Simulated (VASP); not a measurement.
Write the native input for VASP 6.6.1 that does the following.

- Task: single point
- Functional: LDA
- Potentials or basis: VASP PAW LDA potentials, release 64 (Sn_d, Se)
- Cutoff: 520 eV
- k mesh: 8 × 8 × 8
- Occupations: gaussian, width 0.05 eV
- Spin: no spin polarisation
- Dipole correction: no
- Further INCAR settings: ALGO = Normal; EDIFF = 1e-07; NBANDS = 17

The structure of SnSe lies in POSCAR:

```
SnSe
1.0
    0.0000000000      2.9347500000      3.1605000000
    2.9347500000      0.0000000000      3.1605000000
    2.9347500000      2.9347500000      0.0000000000
Sn Se
1 1
Direct
    0.0000000000      0.0000000000      0.0000000000
    0.5000000000      0.5000000000      0.5000000000
```

This cell differs from its parent crystal: strain -0.025 along x and y, +0.050 along z.

The input as run:

INCAR

```
SYSTEM = SnSe
  ALGO = Normal
  EDIFF = 1E-7
  ENCUT = 520
  GGA = CA
  ISIF = 2
  ISMEAR = 0
  LASPH = .TRUE.
  LCHARG = .TRUE.
  LELF = .TRUE.
  LREAL = .FALSE.
  LVHAR = .TRUE.
  LWAVE = .FALSE.
  NBANDS = 17
  NELM = 60
  PREC = Accurate
  SIGMA = 0.05
```

KPOINTS

```
k-points
0
G
  8 8 8
  0 0 0
```

Potentials or basis: VASP PAW LDA potentials, release 64 (Sn_d, Se).

The run is started by

```sh
$ cat potpaw_LDA.64/Sn_d/POTCAR potpaw_LDA.64/Se/POTCAR > POTCAR
$ mpirun -np 1 vasp_std > vasp.out
```

It gave:

The pressure is -2.5 GPa and the band gap on the k mesh is 0.52 eV (least direct gap 0.60 eV).

Caveat: the cell differs from its parent crystal (strain -0.025 along x and y, +0.050 along z); spin-orbit coupling is left out, which moves the levels of the heavy elements.

It took 78 s on 1 thread of AMD EPYC 7R13, on a shared host, peak memory 0.16 GiB.
